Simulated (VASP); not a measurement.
Here is a VASP 6.6.1 calculation.

File INCAR:

```
PREC = Accurate
ENCUT = 600
EDIFF = 1E-6
ISMEAR = 0
SIGMA = 0.02
LREAL = False
LASPH = True
NELM = 120
ALGO = Normal
ISIF = 2
LWAVE = False
LCHARG = False
GGA = PS
NBANDS = 26
GGA_COMPAT = False
```

File KPOINTS:

```
Automatic mesh
0
Gamma
  8 6 8
```

The input POSCAR:

```
GaN
1.0
    3.1807797652      0.0000000000      0.0000000000
    0.0000000000      4.4983019046      0.0000000000
    0.0000000000      0.0000000000      3.1807797652
Ga N
2 2
Direct
    0.0000000000      0.0000000000      0.0000000000
    0.5000000000      0.5000000000      0.5000000000
    0.5000000000      0.2500000000      0.0000000000
    0.0000000000      0.7500000000      0.5000000000
```

Potentials or basis: VASP PAW PBE potentials, release 64 (Ga_d, N).

Run with:

```bash
$ cat potpaw_PBE.64/Ga_d/POTCAR potpaw_PBE.64/N/POTCAR > POTCAR
$ mpirun -np 1 vasp_std > vasp.out
```

Question: Estimate the pressure.

Answer: -0.4 GPa.

Question: Predict the band gap on the k mesh.

Answer: 1.72 eV.

Caveat: the PAW data sets were made with another functional, which shifts forces and pressure a little.
